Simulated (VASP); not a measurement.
# TaN (Pm-3m) in VASP: further runs, part 2 of 2

VASP 6.6.1. Earlier steps stand in the parts before.

## (4) Single point, PBEsol+U, collinear spin, ferromagnetic start

File INCAR:

```
PREC = Accurate
ENCUT = 520
EDIFF = 1E-6
ISMEAR = 0
SIGMA = 0.05
LREAL = F
LASPH = T
NELM = 150
ALGO = Normal
ISIF = 2
LWAVE = F
LCHARG = F
ISPIN = 2
MAGMOM = 0.5 0
LORBIT = 11
LMAXMIX = 4
LDAU = T
LDAUTYPE = 2
LDAUL = 2 -1
LDAUU = 5 0
LDAUJ = 0 0
LDAUPRINT = 1
GGA = PS
NBANDS = 19
```

File KPOINTS:

```
regular mesh
0
Gamma
  7 7 7
```

File POSCAR:

```
TaN
1.0
    2.7323076900      0.0000000000      0.0000000000
    0.0000000000      2.7323076900      0.0000000000
    0.0000000000      0.0000000000      2.7323076900
Ta N
1 1
Direct
    0.0000000000      0.0000000000      0.0000000000
    0.5000000000      0.5000000000      0.5000000000
```

Potentials or basis: VASP PAW PBE potentials, release 64 (Ta_pv, N).

The run is started by

```bash
$ cat potpaw_PBE.64/Ta_pv/POTCAR potpaw_PBE.64/N/POTCAR > POTCAR
$ mpirun -np 1 vasp_std > vasp.out
```

OUTCAR:

```text
PREC = Accurate
   ENCUT = 520
   EDIFF = 1E-6
   ISMEAR = 0
   LREAL = F
   LASPH = T
   NELM = 150
   ISIF = 2
   ISPIN = 2
   LORBIT = 11
   GGA = PS

 ion  position               nearest neighbor table
   1  0.000  0.000  0.000-   2 2.37   2 2.37   2 2.37   2 2.37   2 2.37   2 2.37   2 2.37   2 2.37

   2  0.500  0.500  0.500-   1 2.37   1 2.37   1 2.37   1 2.37   1 2.37   1 2.37   1 2.37   1 2.37

  LATTYP: Found a simple cubic cell.
 ALAT       =     2.7323076900

  Lattice vectors:

[... 1124 lines left out ...]
  external PRESSURE =     143.6071964 kB  Pullay stress =       0.0000000 kB

 VOLUME and BASIS-vectors are now :
 -----------------------------------------------------------------------------
  energy-cutoff  :      520.00
  volume of cell :       20.40
      direct lattice vectors                 reciprocal lattice vectors
     2.732307690  0.000000000  0.000000000     0.365990991  0.000000000  0.000000000
     0.000000000  2.732307690  0.000000000     0.000000000  0.365990991  0.000000000
     0.000000000  0.000000000  2.732307690     0.000000000  0.000000000  0.365990991

 POSITION                                       TOTAL-FORCE (eV/Angst)
 -----------------------------------------------------------------------------------
      0.00000      0.00000      0.00000         0.000000      0.000000      0.000000
      1.36615      1.36615      1.36615         0.000000      0.000000      0.000000
 -----------------------------------------------------------------------------------
    total drift:                               -0.000000      0.000000      0.000000

  FREE ENERGIE OF THE ION-ELECTRON SYSTEM (eV)
  ---------------------------------------------------
  free  energy   TOTEN  =       -17.7676272227 eV

  energy  without entropy=      -17.7663366455  energy(sigma->0) =      -17.76698193

 total charge

# of ion       s       p       d       tot
------------------------------------------
    1        0.316   6.222   2.400   8.938
    2        1.220   2.483   0.000   3.703
--------------------------------------------------
tot          1.536   8.705   2.400  12.641

 magnetization (x)

# of ion       s       p       d       tot
------------------------------------------
    1        0.002   0.014   0.164   0.180
    2       -0.000  -0.000   0.000  -0.001
--------------------------------------------------
tot          0.002   0.014   0.164   0.180
```

OSZICAR:

```text
N       E                     dE             d eps       ncg     rms          rms(c)
DAV:   1     0.108160951551E+03    0.10816E+03   -0.76317E+03  1520   0.848E+02
DAV:   2    -0.165737614210E+02   -0.12473E+03   -0.11711E+03  1738   0.270E+02
DAV:   3    -0.200893515442E+02   -0.35156E+01   -0.34647E+01  1710   0.420E+01
DAV:   4    -0.201000145971E+02   -0.10663E-01   -0.10661E-01  1642   0.239E+00
DAV:   5    -0.201000319689E+02   -0.17372E-04   -0.17371E-04  1659   0.101E-01    0.208E+01
DAV:   6    -0.177882948485E+02    0.23117E+01   -0.24753E+00  1728   0.180E+01    0.924E+00
DAV:   7    -0.177569975205E+02    0.31297E-01   -0.32237E-01  1583   0.439E+00    0.584E+00
DAV:   8    -0.177696879400E+02   -0.12690E-01   -0.12203E-01  1612   0.289E+00    0.823E-01
DAV:   9    -0.177667953413E+02    0.28926E-02   -0.45734E-03  1616   0.551E-01    0.249E-01
DAV:  10    -0.177675798404E+02   -0.78450E-03   -0.73447E-04  1628   0.243E-01    0.191E-01
DAV:  11    -0.177676342282E+02   -0.54388E-04   -0.19294E-04  1628   0.132E-01    0.835E-02
DAV:  12    -0.177676319901E+02    0.22382E-05   -0.10864E-05  1603   0.292E-02    0.199E-02
DAV:  13    -0.177676291008E+02    0.28892E-05   -0.99764E-07  1044   0.911E-03    0.756E-03
DAV:  14    -0.177676272504E+02    0.18504E-05   -0.37770E-07   769   0.594E-03    0.245E-03
DAV:  15    -0.177676272227E+02    0.27740E-07   -0.28100E-08   760   0.170E-03
   1 F= -.17767627E+02 E0= -.17766982E+02  d E =-.129058E-02  mag=     0.2158
```

stdout:

```text
POSCAR found type information on POSCAR TaN
 POSCAR found :  2 types and       2 ions
 scaLAPACK will be used
 -----------------------------------------------------------------------------
|                                                                             |
|                                                                             |
|     You enforced a specific xc type in the INCAR file but a different       |
|     I HOPE YOU KNOW WHAT YOU ARE DOING!                                     |
|                                                                             |
 -----------------------------------------------------------------------------

 LDA part: xc-table for (Slater+PW92), standard interpolation
 POSCAR, INCAR and KPOINTS ok, starting setup
 FFT: planning ... GRIDC
 FFT: planning ... GRID_SOFT
 FFT: planning ... GRID
 WAVECAR not read
 entering main loop
```

Run time: 27 s. Hardware: 1 thread of Intel Xeon 6975P-C, shared host; peak memory 0.11 GiB.

Results:

| Item | Value |
| --- | --- |
| Free energy | -17.7676 eV |
| Pressure | 14.4 GPa |
| Net moment | 0.22 μB per cell |
| Site moments | Ta +0.18; N -0.00 μB |
| Valence electrons inside the program's atomic spheres | Ta 8.94; N 3.70 |

Eigenvalues of the final occupation matrices:
```
    site  spin  trace               eigenvalues
site 1 d     1   1.31  0.15 0.15 0.15 0.43 0.43
site 1 d     2   1.14  0.14 0.14 0.14 0.36 0.36
```

Caveat: the PAW data sets were made with another functional, which shifts forces and pressure a little; spin-orbit coupling is left out, which moves the levels of the heavy elements. The state reached can hang on the start; a lower one may exist.

## (5) Vibrations by perturbation theory, PBE

File INCAR:

```
SYSTEM = TaN
ALGO = Normal
EDIFF = 1E-8
ENCUT = 520
GGA = PE
IBRION = 8
ISIF = 2
ISMEAR = -1
LASPH = .True.
LCHARG = .False.
LREAL = .False.
LWAVE = .False.
NBANDS = 15
NELM = 60
NSW = 1
PREC = Accurate
SIGMA = 0.05
```

File KPOINTS:

```
k-points
0
Gamma
  10 10 10
  0 0 0
```

POSCAR is that of step 4.

Potentials or basis: VASP PAW PBE potentials, release 64 (Ta_pv, N).

The run is started by

```bash
$ cat potpaw_PBE.64/Ta_pv/POTCAR potpaw_PBE.64/N/POTCAR > POTCAR
$ mpirun -np 1 vasp_std > vasp.out
```

OUTCAR:

```text
SYSTEM = TaN
   EDIFF = 1E-8
   ENCUT = 520
   GGA = PE
   IBRION = 8
   ISIF = 2
   ISMEAR = -1
   LASPH = .True.
   LREAL = .False.
   NELM = 60
   NSW = 1
   PREC = Accurate

 ion  position               nearest neighbor table
   1  0.000  0.000  0.000-   2 2.37   2 2.37   2 2.37   2 2.37   2 2.37   2 2.37   2 2.37   2 2.37

   2  0.500  0.500  0.500-   1 2.37   1 2.37   1 2.37   1 2.37   1 2.37   1 2.37   1 2.37   1 2.37

  LATTYP: Found a simple cubic cell.
 ALAT       =     2.7323076900

  Lattice vectors:

 A1 = (   2.7323076900,   0.0000000000,   0.0000000000)
 A2 = (   0.0000000000,   2.7323076900,   0.0000000000)
 A3 = (   0.0000000000,   0.0000000000,   2.7323076900)

Analysis of symmetry for initial positions (statically):
=====================================================================
 Subroutine PRICEL returns:
 Original cell was already a primitive cell.

 Routine SETGRP: Setting up the symmetry group for a
 simple cubic supercell.

 Subroutine GETGRP returns: Found 48 space group operations
 (whereof 48 operations were pure point group operations)
 out of a pool of 48 trial point group operations.

The static configuration has the point symmetry O_h .

Analysis of symmetry for dynamics (positions and initial velocities):
=====================================================================
 Subroutine PRICEL returns:
 Original cell was already a primitive cell.

 Routine SETGRP: Setting up the symmetry group for a
 simple cubic supercell.

 Subroutine GETGRP returns: Found 48 space group operations
 (whereof 48 operations were pure point group operations)
 out of a pool of 48 trial point group operations.

The dynamic configuration has the point symmetry O_h .

 Subroutine INISYM returns: Found 48 space group operations
 (whereof 48 operations are pure point group operations),
 and found     1 'primitive' translations

----------------------------------------------------------------------------------------

                                     Primitive cell

  volume of cell :      20.3981

  direct lattice vectors                    reciprocal lattice vectors
     2.732307690  0.000000000  0.000000000     0.365990991  0.000000000  0.000000000
     0.000000000  2.732307690  0.000000000     0.000000000  0.365990991  0.000000000
     0.000000000  0.000000000  2.732307690     0.000000000  0.000000000  0.365990991

  length of vectors
     2.732307690  2.732307690  2.732307690     0.365990991  0.365990991  0.365990991

  position of ions in fractional coordinates (direct lattice)
     0.000000000  0.000000000  0.000000000
     0.500000000  0.500000000  0.500000000

  ion indices of the primitive-cell ions
   primitive index   ion index
                 1           1
[... 132 lines left out ...]
      2     -25.6967      2.00000
      3     -25.6967      2.00000
      4      -8.9409      2.00000
      5       4.5975      2.00000
      6       4.5975      2.00000
      7       6.7748      2.00000
      8       6.7748      2.00000
      9       6.7748      2.00000
     10      11.9459      0.00000
     11      13.4718      0.00000
     12      13.4718      0.00000
     13      13.4719      0.00000
     14      22.2969      0.00000
[... 401 lines left out ...]
      2     -25.7402      2.00000
      3     -25.7194      2.00000
      4      -7.1772      2.00000
      5       1.6513      2.00000
      6       4.4699      2.00000
      7       5.4018      2.00000
      8       6.4052      2.00000
      9      10.3254      0.00000
     10      12.1844      0.00000
     11      13.9248      0.00000
     12      14.2281      0.00000
     13      16.2738      0.00000
     14      22.2361      0.00000
     15      22.2956      0.00000

 [... further k-points ...]
[... 5 lines left out ...]
  --------------------------------------------------------------------------------------
  -------------------------------------------------------------------------------------
  Total        0.8678042      0.8678042      0.8678042      0.0000000     -0.0000000      0.0000000
  in kB       68.1621850     68.1621850     68.1621850      0.0000000     -0.0000000      0.0000000
  external PRESSURE =      68.1621850 kB  Pullay stress =       0.0000000 kB

 VOLUME and BASIS-vectors are now :
 -----------------------------------------------------------------------------
  energy-cutoff  :      520.00
  volume of cell :       20.40
      direct lattice vectors                 reciprocal lattice vectors
     2.732307690  0.000000000  0.000000000     0.365990991  0.000000000  0.000000000
     0.000000000  2.732307690  0.000000000     0.000000000  0.365990991  0.000000000
     0.000000000  0.000000000  2.732307690     0.000000000  0.000000000  0.365990991

 POSITION                                       TOTAL-FORCE (eV/Angst)
 -----------------------------------------------------------------------------------
      0.00000      0.00000      0.00000         0.000000      0.000000      0.000000
      1.36615      1.36615      1.36615         0.000000      0.000000      0.000000
 -----------------------------------------------------------------------------------
    total drift:                                0.000000      0.000000      0.000000

  FREE ENERGIE OF THE ION-ELECTRON SYSTEM (eV)
  ---------------------------------------------------
  free  energy   TOTEN  =       -20.8782910464 eV

  energy  without entropy=      -20.8781264245  energy(sigma->0) =      -20.87820874

[... ionic steps 2 to 3 ...]

--------------------------------------- Ionic step        4  -------------------------------------------

------------------------ aborting loop because EDIFF is reached ----------------------------------------

[... ionic steps 5 to 6 ...]

--------------------------------------- Ionic step        7  -------------------------------------------

 Free energy of the ion-electron system (eV)
  ---------------------------------------------------
  ---------------------------------------------------
  free energy    TOTEN  =        -0.23036203 eV

  energy without entropy =       -0.23036203

------------------------ aborting loop because EDIFF is reached ----------------------------------------

 INTERNAL STRAIN TENSOR  FOR ION    2  DIRECTION 1   (eV/Angst):
 -----------------------------------------------------------------------------
    -0.01027 -0.00000 -0.00000
     0.00000  0.01287 -0.00000
     0.00000 -0.00000  0.01287

 INTERNAL STRAIN TENSOR FOR ION    2 for displacements in x,y,z  (eV/Angst):
          X           Y           Z          XY          YZ          ZX
  --------------------------------------------------------------------------------
  x     0.00000     0.00000     0.00000     0.00000     0.00000     0.00000
  y     0.00000     0.00000     0.00000     0.00000     0.00000     0.00000
  z     0.00000     0.00000     0.00000     0.00000     0.00000     0.00000

 SECOND DERIVATIVES (NOT SYMMETRIZED)
 ------------------------------------
               1X          1Y          1Z          2X          2Y          2Z
  1X    -4.377045   -0.000000    0.000000    4.377045    0.000000   -0.000000
  1Y    -0.000000   -4.377045   -0.000000    0.000000    4.377045    0.000000
  1Z    -0.000000    0.000000   -4.377045    0.000000   -0.000000    4.377045
  2X     4.363719    0.000000    0.000000   -4.363719   -0.000000    0.000000
  2Y     0.000000    4.363719   -0.000000   -0.000000   -4.363719    0.000000
  2Z    -0.000000   -0.000000    4.363719    0.000000    0.000000   -4.363719

 Eigenvectors and eigenvalues of the dynamical matrix
 ----------------------------------------------------

   1 f  =    9.060055 THz    56.926007 2PiTHz  302.210920 cm-1    37.469362 meV
             X         Y         Z           dx          dy          dz
      0.000000  0.000000  0.000000    -0.000000   -0.268370   -0.000000
      1.366154  1.366154  1.366154    -0.000000    0.963316    0.000000
[... 21 lines left out ...]
   6 f/i=    0.003571 THz     0.022436 2PiTHz    0.119111 cm-1     0.014768 meV
             X         Y         Z           dx          dy          dz
      0.000000  0.000000  0.000000     0.962294   -0.044364   -0.000000
      1.366154  1.366154  1.366154     0.268085   -0.012359    0.000000

--------------------------------------------------------------------------------------------------------

 ELASTIC MODULI CONTR FROM IONIC RELAXATION (kBar)
 Direction    XX          YY          ZZ          XY          YZ          ZX
 --------------------------------------------------------------------------------
 XX           0.0000      0.0000      0.0000      0.0000      0.0000      0.0000
 YY           0.0000      0.0000      0.0000      0.0000      0.0000      0.0000
 ZZ           0.0000      0.0000      0.0000      0.0000      0.0000      0.0000
 XY           0.0000      0.0000      0.0000      0.0000      0.0000      0.0000
 YZ           0.0000      0.0000      0.0000      0.0000      0.0000      0.0000
 ZX           0.0000      0.0000      0.0000      0.0000      0.0000      0.0000
 --------------------------------------------------------------------------------
```

stdout:

```text
POSCAR found type information on POSCAR TaN
 POSCAR found :  2 types and       2 ions
 scaLAPACK will be used
 LDA part: xc-table for (Slater+PW92), standard interpolation
 POSCAR, INCAR and KPOINTS ok, starting setup
 FFT: planning ... GRIDC
 FFT: planning ... GRID_SOFT
 FFT: planning ... GRID
 WAVECAR not read
 entering main loop
 Linear response reoptimize wavefunctions to high precision
 Linear response DOF=           2
 Linear response progress:
 first order change of Fermi-energy   0.23417E-03
 force on displaced ion       1 direction 1 :  -4.377  -0.000   0.000
 Linear response progress:
 first order change of Fermi-energy   0.17344E-03
 force on displaced ion       2 direction 1 :  -4.364   0.000  -0.000
 Linear response finished
```

Run time: 82 s. Hardware: 1 thread of Intel Xeon Platinum 8559C (Emerald Rapids), shared host; peak memory 0.21 GiB.

What came out:

```
Highest phonon frequency at Γ, LO-TO splitting left out : 302 cm⁻¹
```

Phonon frequencies in cm⁻¹ (negative: imaginary):
| q point | frequencies |
| --- | --- |
| (0.000, 0.000, 0.000) | 0 0 0 302 302 302 |

Caveat: the cell wasn't relaxed at this level first, which shifts response properties; spin-orbit coupling is left out, which moves the levels of the heavy elements.

## (6) The runs side by side

```tsv
task	level	spin	U	k mesh	smearing	gap on the mesh (eV)	pressure (GPa)	moment (μB)
single point	PBEsol+U	collinear, ferromagnetic start	Ta d U = 4.0 eV	7 × 7 × 7	gaussian 0.05 eV	none	10.8	0.22
single point	PBEsol+U	collinear, ferromagnetic start	Ta d U = 5.0 eV	7 × 7 × 7	gaussian 0.05 eV	none	14.4	0.22
vibrations by perturbation theory	PBE	off	-	10 × 10 × 10	fermi-dirac 0.05 eV	-	-	-
```

Alike in all rows: potentials or basis VASP PAW PBE potentials, release 64 (Ta_pv, N); cell as given; cutoff (eV) 520.

Caveats: spin-orbit coupling is left out, which moves the levels of the heavy elements; the PAW data sets were made with another functional, which shifts forces and pressure a little (some runs); the cell wasn't relaxed at this level first, which shifts response properties (some runs).

Absolute energies hang on the potentials; compare differences alone.
